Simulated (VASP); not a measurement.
LiF (Griceite), 2 atoms in the cell. The structure is cubic, space group Fm-3m (No. 225). Conventional cell: a = 4.028 Å, b = 4.028 Å, c = 4.028 Å, α = 90.00°, β = 90.00°, γ = 90.00°. F (site symmetry m-3m) has 6 Li at 2.01 Å within 2.7 Å. Within 2.7 Å of Li (site symmetry m-3m) lie 6 F at 2.01 Å. 

```yaml
Program: VASP 6.6.1
Task: single point
Functional: r2SCAN
Potentials_or_basis: VASP PAW PBE potentials, release 64 (F, Li_sv)
Cutoff: 520 eV
k_mesh: 11 × 11 × 11
Occupations: fermi-dirac, width 0.05 eV
Spin: no spin polarisation
Dipole_correction: no
Further_INCAR_settings: ALGO = Normal; EDIFF = 1e-06; NBANDS = 12
```

Potentials or basis: VASP PAW PBE potentials, release 64 (F, Li_sv).

Command:

```bash
$ cat potpaw_PBE.64/F/POTCAR potpaw_PBE.64/Li_sv/POTCAR > POTCAR
$ cp INCAR.step1 INCAR
$ mpirun -np 1 vasp_std > vasp.out
$ cp INCAR.step2 INCAR
$ mpirun -np 1 vasp_std > vasp.out
```

Hardware: 1 thread of Intel(R) Xeon(R) Platinum 8175M CPU @ 2.50GHz (Skylake/Cascade Lake), on a shared host.

Problem. Estimate the wall time of this run.

Solution. Wall time 44 s on 1 thread of Intel(R) Xeon(R) Platinum 8175M CPU @ 2.50GHz (Skylake/Cascade Lake) (shared host), peak memory 0.14 GiB. Counts: k points 56.
